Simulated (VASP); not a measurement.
# KRh (P6/mmm) in VASP: notebook, part 2 of 2

VASP 6.6.1. The steps go on from the part before.

## Step 6: Single point, PBE

Contents of INCAR:

```
SYSTEM = KRh
PREC     = Accurate       ! precision mode
ENCUT    = 520            ! plane-wave cutoff, eV
EDIFF    = 1E-6           ! SCF threshold, eV
ISMEAR   = 0              ! smearing method
SIGMA    = 0.1            ! smearing width, eV
LREAL    = .FALSE.        ! projectors in reciprocal space
LASPH    = .TRUE.         ! aspherical terms in the spheres
NELM     = 100            ! most SCF steps
ALGO     = Fast           ! electronic algorithm
ISIF     = 2              ! what is computed and relaxed
LWAVE    = .FALSE.        ! write WAVECAR
LCHARG   = .FALSE.        ! write CHGCAR
GGA      = PE             ! functional
NBANDS   = 19             ! bands
```

Contents of KPOINTS:

```
regular mesh
0
G
  24 24 10
  0 0 0
```

Contents of POSCAR:

```
KRh
1.0
    2.8920203396      0.0000000000      0.0000000000
   -1.4460101698      2.5045630824      0.0000000000
    0.0000000000      0.0000000000      5.7683280075
K Rh
1 1
Direct
    0.0000000000      0.0000000000      0.0000000000
    0.0000000000      0.0000000000      0.5000000000
```

Potentials or basis: VASP PAW PBE potentials, release 64 (K_sv, Rh_pv).

Run with:

```bash
$ cat potpaw_PBE.64/K_sv/POTCAR potpaw_PBE.64/Rh_pv/POTCAR > POTCAR
$ mpirun -np 1 vasp_std > vasp.out
```

OUTCAR:

```text
SYSTEM = KRh
   PREC = Accurate
   ENCUT = 520
   EDIFF = 1E-6
   ISMEAR = 0
   LREAL = .FALSE.
   LASPH = .TRUE.
   NELM = 100
   ISIF = 2
   GGA = PE

 ion  position               nearest neighbor table
   1  0.000  0.000  0.000-   2 2.88   2 2.88
   2  0.000  0.000  0.500-   1 2.88   1 2.88

  LATTYP: Found a hexagonal cell.
 ALAT       =     2.8920203396
 C/A-ratio  =     1.9945668876

  Lattice vectors:

 A1 = (   2.8920203396,   0.0000000000,   0.0000000000)
 A2 = (  -1.4460101698,   2.5045630824,   0.0000000000)
 A3 = (   0.0000000000,   0.0000000000,   5.7683280075)

Analysis of symmetry for initial positions (statically):
=====================================================================
 Subroutine PRICEL returns:
 Original cell was already a primitive cell.

 Routine SETGRP: Setting up the symmetry group for a
 hexagonal supercell.

 Subroutine GETGRP returns: Found 24 space group operations
 (whereof 24 operations were pure point group operations)
 out of a pool of 24 trial point group operations.

The static configuration has the point symmetry D_6h.

Analysis of symmetry for dynamics (positions and initial velocities):
=====================================================================
 Subroutine PRICEL returns:
 Original cell was already a primitive cell.

 Routine SETGRP: Setting up the symmetry group for a
 hexagonal supercell.

 Subroutine GETGRP returns: Found 24 space group operations
 (whereof 24 operations were pure point group operations)
 out of a pool of 24 trial point group operations.

The dynamic configuration has the point symmetry D_6h.

 Subroutine INISYM returns: Found 24 space group operations
 (whereof 24 operations are pure point group operations),
 and found     1 'primitive' translations

[... 110 lines left out ...]
   EFERMI_NEDOS =   21; number of points for ismear=-14 and -15
   IALGO  =     68    algorithm
   IMIX   =      4    mixing-type and parameters
     AMIX     =   0.40;   BMIX     =  1.00
     AMIX_MAG =   1.60;   BMIX_MAG =  1.00
  volume/ion in A,a.u.               =      20.89       140.98
  Fermi-wavevector in a.u.,A,eV,Ry     =   1.360873  2.571676 25.197641  1.851974
  Thomas-Fermi vector in A             =   2.487497
   LORBIT       =      0    0 simple, 1 ext, 2 COOP (PROOUT), +10 PAW based schemes
   GGA     = PE    functional components
   LHFCALC =     F    Hartree Fock is set to
   AEXX    =    0.0000 exact exchange contribution
   IVDW    =     0    specifies the selected vdW correction
   LEPSILON=     F    determine dielectric tensor
   LRPA    =     F    only Hartree local field effects (RPA)
 non-spin polarized calculation
 RMM-DIIS sequential band-by-band and
 Gauss-broadening in eV      SIGMA  =   0.10
  energy-cutoff  :      520.00
  volume of cell :       41.78
 maximum number of plane-waves:      1162
 NGX is ok and might be reduce to    24
   NGX = 11   NGY = 11   NGZ = 21

 number of electron      24.0000007 magnetization

 Free energy of the ion-electron system (eV)
  ---------------------------------------------------
  ext. energy  EPLUGINS =         0.00000000
  ---------------------------------------------------
  free energy    TOTEN  =        -6.32740812 eV

  energy without entropy =       -6.31396121  energy(sigma->0) =       -6.32068467

 E-fermi :   5.1307     XC(G=0): -10.5475

 val. band max:        5.1293534475   @ k =   0.1250   0.0833   0.1000
 cond. band min:       5.1318957441   @ k =   0.2917  -0.0000   0.5000
 fundamental gap:      0.0025422966
 Fermi energy:         5.1306860440

 k-point     1 :       0.0000    0.0000    0.0000
  band No.  band energies     occupation
      1     -40.2500      2.00000
      2     -40.2500      2.00000
      3     -40.0132      2.00000
      4     -27.8219      2.00000
      5     -10.9523      2.00000
      6      -9.8189      2.00000
[... 505 lines left out ...]
      6     -10.4470      2.00000
[... 11 lines left out ...]
     18      13.2671      0.00000
     19      13.9159      0.00000

 [... further k-points ...]

------------------------ aborting loop because EDIFF is reached ----------------------------------------

  FORCE on cell =-STRESS in cart. coord.  units (eV):
  Direction    XX          YY          ZZ          XY          YZ          ZX
  --------------------------------------------------------------------------------------
  -------------------------------------------------------------------------------------
  Total        0.0609725      0.0609725      0.0847085      0.0000000      0.0000000      0.0000000
  in kB        2.3380903      2.3380903      3.2482872      0.0000000      0.0000000      0.0000000
  external PRESSURE =       2.6414892 kB  Pullay stress =       0.0000000 kB

 VOLUME and BASIS-vectors are now :
 -----------------------------------------------------------------------------
  energy-cutoff  :      520.00
  volume of cell :       41.78
      direct lattice vectors                 reciprocal lattice vectors
     2.892020340  0.000000000  0.000000000     0.345779034  0.199635618  0.000000000
    -1.446010170  2.504563082  0.000000000     0.000000000  0.399271237  0.000000000
     0.000000000  0.000000000  5.768328008     0.000000000  0.000000000  0.173360461

 POSITION                                       TOTAL-FORCE (eV/Angst)
 -----------------------------------------------------------------------------------
      0.00000      0.00000      0.00000        -0.000000      0.000000      0.000000
      0.00000      0.00000      2.88416         0.000000      0.000000      0.000000
 -----------------------------------------------------------------------------------
    total drift:                                0.000000      0.000000      0.000000

  FREE ENERGIE OF THE ION-ELECTRON SYSTEM (eV)
  ---------------------------------------------------
  free  energy   TOTEN  =        -6.3274081229 eV

  energy  without entropy=       -6.3139612133  energy(sigma->0) =       -6.32068467
```

stdout:

```text
POSCAR found type information on POSCAR K Rh
 POSCAR found :  2 types and       2 ions
 scaLAPACK will be used
 LDA part: xc-table for (Slater+PW92), standard interpolation
 POSCAR, INCAR and KPOINTS ok, starting setup
 FFT: planning ... GRIDC
 FFT: planning ... GRID_SOFT
 FFT: planning ... GRID
 WAVECAR not read
 entering main loop
WARNING in EDDRMM: call to ZHEGV failed, returncode =   8  4     17
WARNING in EDDRMM: call to ZHEGV failed, returncode =   6  3     16
WARNING in EDDRMM: call to ZHEGV failed, returncode =   8  4     14
WARNING in EDDRMM: call to ZHEGV failed, returncode =   6  3     13
WARNING in EDDRMM: call to ZHEGV failed, returncode =   8  4     13
WARNING in EDDRMM: call to ZHEGV failed, returncode =   8  4     14
WARNING in EDDRMM: call to ZHEGV failed, returncode =   6  3     15
WARNING in EDDRMM: call to ZHEGV failed, returncode =   6  3     12
WARNING in EDDRMM: call to ZHEGV failed, returncode =   6  3     18
WARNING in EDDRMM: call to ZHEGV failed, returncode =   8  4     15
WARNING in EDDRMM: call to ZHEGV failed, returncode =   8  4      8
WARNING in EDDRMM: call to ZHEGV failed, returncode =   6  3     14
WARNING in EDDRMM: call to ZHEGV failed, returncode =   6  3     15
WARNING in EDDRMM: call to ZHEGV failed, returncode =   6  3     12
WARNING in EDDRMM: call to ZHEGV failed, returncode =   6  3     10
WARNING in EDDRMM: call to ZHEGV failed, returncode =   6  3     13
WARNING in EDDRMM: call to ZHEGV failed, returncode =   6  3      8
WARNING in EDDRMM: call to ZHEGV failed, returncode =   6  3     12
WARNING in EDDRMM: call to ZHEGV failed, returncode =   8  4     10
```

Run time: 9.8 min. Hardware: 1 thread of Oxide Virtual Turin-like, shared host; peak memory 0.36 GiB.

What came out:

- Free energy: -6.3274 eV
- Pressure: 0.3 GPa
- Band gap on the k mesh: zero (bands 12 and 13 overlap by 1.10 eV)

Stress tensor (GPa, compression positive):
```
0.23 0.00 0.00
0.00 0.23 0.00
0.00 0.00 0.32
```

## Step 7: Relaxation of cell and atoms, PBE

Contents of INCAR:

```
SYSTEM = KRh
PREC = Accurate
ENCUT = 600
EDIFF = 1E-7
ISMEAR = 0
SIGMA = 0.1
LREAL = .False.
LASPH = .True.
NELM = 60
ALGO = Fast
ISIF = 3
LWAVE = .False.
LCHARG = .False.
GGA = PE
IBRION = 2
NSW = 100
EDIFFG = -0.01
```

Contents of KPOINTS:

```
regular mesh
0
Gamma
  24 24 10
  0 0 0
```

Contents of POSCAR:

```
KRh
1.0
    2.8940573075      0.0000000000      0.0000000000
   -1.4470286537      2.5063271483      0.0000000000
    0.0000000000      0.0000000000      5.7573965070
K Rh
1 1
Direct
    0.0000000000      0.0000000000      0.0000000000
    0.0000000000      0.0000000000      0.5000000000
```

Run with:

```bash
$ cat potpaw_PBE.64/K_sv/POTCAR potpaw_PBE.64/Rh_pv/POTCAR > POTCAR
$ mpirun -np 1 vasp_std > vasp.out
```

Run time: 16 min. Hardware: 1 thread of Oxide Virtual Turin-like, shared host; peak memory 0.4 GiB.

The run converged. Its results:

```
Free energy                           : -6.3272 eV
Relaxed volume                        : 20.97 Å³/atom
Relaxed cell                          : a = 2.895 Å, b = 2.895 Å, c = 5.778 Å, α = 90.00°, β = 90.00°, γ = 120.00°
Space group after relaxing (to 0.1 Å) : P6/mmm (No. 191)
Energy gained by relaxing             : 0.2 meV/atom
Ionic steps                           : 3
Pressure after relaxing               : 0.0 GPa
Band gap on the k mesh                : zero (bands 12 and 13 overlap by 1.09 eV)
```

Step by step:
| step | energy change (eV) | largest force (eV/Å) | pressure (GPa) | volume (Å³) |
| --- | --- | --- | --- | --- |
| 1 | 0.0000 | 0.0000 | 0.27 | 41.76 |
| 2 | -0.0003 | 0.0000 | -0.02 | 41.97 |
| 3 | -0.0003 | 0.0000 | 0.02 | 41.94 |

Final structure:
```xyz
2
Lattice="2.8952 0.0000 0.0000 -1.4476 2.5073 0.0000 0.0000 0.0000 5.7775" Properties=species:S:1:pos:R:3 pbc="T T T"
K     0.0000    0.0000    5.7775
Rh   -1.4476    2.5073    2.8888
```

Levels at points of the mesh, in eV from the Fermi level:
| k point | band 10 | band 11 | band 12 | band 13 | band 14 | band 15 |
| --- | --- | --- | --- | --- | --- | --- |
| (0.00, 0.00, 0.00) | -1.36 | -1.36 | 0.17 | 0.17 | 1.26 | 1.49 |
| (0.50, 0.00, 0.00) | -1.03 | -0.31 | 1.00 | 1.30 | 2.13 | 3.15 |
| (0.00, 0.00, 0.50) | -1.36 | -1.25 | -1.14 | 0.20 | 0.20 | 2.31 |
| (0.50, 0.00, 0.50) | -0.34 | -0.25 | 0.44 | 1.01 | 1.08 | 4.82 |

## Step 8: Summary

```tsv
task	spin	cell	k mesh	cutoff (eV)	gap on the mesh (eV)	pressure (GPa)	relaxed volume (Å³/atom)
single point	off	a = 2.894, b = 2.894, c = 5.757 Å, angles 90.0, 90.0, 120.0°, 2 atoms	6 × 6 × 4	520	none	0.1	-
single point	off	a = 3.325, b = 3.325, c = 5.761 Å, angles 90.0, 90.0, 120.0°, 2 atoms	6 × 6 × 4	520	none	-5.2	-
single point	collinear, ferromagnetic start	a = 2.894, b = 2.894, c = 5.757 Å, angles 90.0, 90.0, 120.0°, 2 atoms	6 × 6 × 4	520	none	0.1	-
relaxation of cell and atoms	off	relaxed from a = 3.325, b = 3.325, c = 5.761 Å, angles 90.0, 90.0, 120.0°, 2 atoms	6 × 6 × 4	600	none	0.2	20.86
single point	off	a = 2.892, b = 2.892, c = 5.768 Å, angles 90.0, 90.0, 120.0°, 2 atoms	24 × 24 × 10	520	none	0.3	-
relaxation of cell and atoms	off	relaxed from a = 2.894, b = 2.894, c = 5.757 Å, angles 90.0, 90.0, 120.0°, 2 atoms	24 × 24 × 10	600	none	0.0	20.97
```

Alike in all rows: level PBE; potentials or basis VASP PAW PBE potentials, release 64 (K_sv, Rh_pv); smearing gaussian 0.1 eV.

Caveats: some runs use coarse meshes; a moment this small can come from the mesh or the smearing (at least some runs); the volume moved by over 15 % at a fixed basis, so the end points are rough (at least some runs).

Total energies depend on the potentials used, so only differences within one code and one set of settings carry meaning.

The gap in the log of VASP goes by the Fermi energy; the results here count the filled bands.